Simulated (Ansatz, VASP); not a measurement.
**HPt6: VASP beside Ansatz**

File INCAR:

```
SYSTEM = HPt6
  ALGO = Normal
  DIPOL = 0.5 0.5 0.293
  EDIFF = 1E-6
  ENCUT = 520
  GGA = PE
  IDIPOL = 3
  ISIF = 2
  ISMEAR = 0
  LASPH = .True.
  LCHARG = .False.
  LDIPOL = .True.
  LREAL = .False.
  LWAVE = .False.
  NBANDS = 74
  NELM = 80
  PREC = Accurate
  SIGMA = 0.1
```

The input KPOINTS:

```
k-points
0
Gamma
  5 5 1
  0 0 0
```

Contents of POSCAR:

```
HPt6
1.0
    5.6143281343      0.0000000000      0.0000000000
    0.0000000000      5.6143281343      0.0000000000
    0.0000000000      0.0000000000     21.8513792319
Pt H
12 2
Direct
    0.2500000000      0.2500000000      0.1830548066
    0.2500000000      0.7500000000      0.1830548066
    0.7500000000      0.2500000000      0.1830548066
    0.7500000000      0.7500000000      0.1830548066
    0.0000000000      0.0000000000      0.2712126041
    0.0000000000      0.5000000000      0.2712126041
    0.5000000000      0.0000000000      0.2712126041
    0.5000000000      0.5000000000      0.2712126041
    0.2500000000      0.2500000000      0.3593081768
    0.2500000000      0.7500000000      0.3593081768
    0.7500000000      0.2500000000      0.3593081768
    0.7500000000      0.7500000000      0.3593081768
   -0.1646679670      0.0000000000      0.4238349961
    0.1646679670      0.0000000000      0.4238349961
```

Input for Ansatz:

```yaml
crystal:
  lattice:
    - [5.6143281343, 0.0, 0.0]
    - [0.0, 5.6143281343, 0.0]
    - [0.0, 0.0, 21.8513792319]
  atoms:
    - { symbol: Pt, position: [0.25, 0.25, 0.1830548066] }
    - { symbol: Pt, position: [0.25, 0.75, 0.1830548066] }
    - { symbol: Pt, position: [0.75, 0.25, 0.1830548066] }
    - { symbol: Pt, position: [0.75, 0.75, 0.1830548066] }
    - { symbol: Pt, position: [0.0, 0.0, 0.2712126041] }
    - { symbol: Pt, position: [0.0, 0.5, 0.2712126041] }
    - { symbol: Pt, position: [0.5, 0.0, 0.2712126041] }
    - { symbol: Pt, position: [0.5, 0.5, 0.2712126041] }
    - { symbol: Pt, position: [0.25, 0.25, 0.3593081768] }
    - { symbol: Pt, position: [0.25, 0.75, 0.3593081768] }
    - { symbol: Pt, position: [0.75, 0.25, 0.3593081768] }
    - { symbol: Pt, position: [0.75, 0.75, 0.3593081768] }
    - { symbol: H, position: [-0.164667967, 0.0, 0.4238349961] }
    - { symbol: H, position: [0.164667967, 0.0, 0.4238349961] }
basis:
  ecutwfc: 420
kpoints:
  mp_grid: { grid: [5, 5, 1] }
hamiltonian:
  xc: pbe
  pseudopotentials: { kind: paw, azcp: { folder: soft_1 } }
scf:
  occupations: { method: gaussian, width: 0.1 }
output:
  forces: true
  eigenvalues: true
efield:
  axis: 3
  dipole_correction: true
  ramp_width: 0.04
```

Alike in both runs: task single point; functional PBE; k mesh 5 × 5 × 1; occupations gaussian, width 0.1 eV; no spin polarisation.

|  | VASP | Ansatz |
| --- | --- | --- |
| version | VASP 6.6.1 | Ansatz 0.2.0 |
| potentials or method | VASP PAW PBE potentials, release 64 (Pt, H), cutoff 520 eV | scalar-relativistic, plane waves, PAW |
| valence electrons in the cell | 122 | 218 |

VASP gave:

```
gap on the k mesh at the Fermi level (eV) : none
rms of the force components (eV/Å)        : 0.564
```

What did Ansatz give for the same quantities?

gap on the k mesh at the Fermi level (eV): none; rms of the force components (eV/Å): 0.568.

Atom by atom the forces differ by 0.009 eV/Å (rms over components). A gap of «none» marks a metal or a gap that the smearing closes. VASP's potentials hold 122 valence electrons a cell and Ansatz's 218, so a difference there can come from the potentials and not from the codes.

Spin-orbit coupling is off throughout.
